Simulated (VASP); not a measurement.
## LiF: single point with r2SCAN

The system is LiF.

```
Li F
1.0
     0.00000    2.06170    2.06170
     2.06170    0.00000    2.06170
     2.06170    2.06170    0.00000
Li F
1 1
Direct
  0.00000 0.00000 0.00000
  0.50000 0.50000 0.50000
```

This cell differs from its parent crystal: strain +3.4%.

| Quantity | Value |
| --- | --- |
| Program | VASP 6.6.1 |
| Task | single point |
| Functional | r2SCAN |
| Potentials or basis | VASP PAW PBE potentials, release 64 (Li_sv, F) |
| Cutoff | 520 eV |
| k mesh | 10 × 10 × 10 |
| Occupations | gaussian, width 0.01 eV |
| Spin | no spin polarisation |

* Band gap on the k mesh: 9.62 eV, direct

Levels at points of the mesh, in eV from the valence-band top:
| k point | band 2 | band 3 | band 4 | band 5 | band 6 | band 7 | band 8 | band 9 |
| --- | --- | --- | --- | --- | --- | --- | --- | --- |
| (0.00, 0.00, 0.00) | -20.91 | 0.00 | 0.00 | 0.00 | 9.62 | 24.78 | 24.78 | 24.78 |
| (0.50, 0.00, 0.00) | -20.55 | -2.29 | -0.22 | -0.22 | 11.44 | 17.27 | 19.84 | 19.84 |
| (0.50, 0.50, 0.00) | -20.34 | -2.71 | -0.91 | -0.91 | 15.37 | 17.09 | 18.21 | 21.04 |

Run time: 19 s on 1 thread of Intel(R) Xeon(R) Platinum 8488C (Sapphire Rapids) (shared host), peak memory 0.13 GiB.

Caveat: the cell differs from its parent crystal (strain +3.4%). A k mesh can miss the band edges.
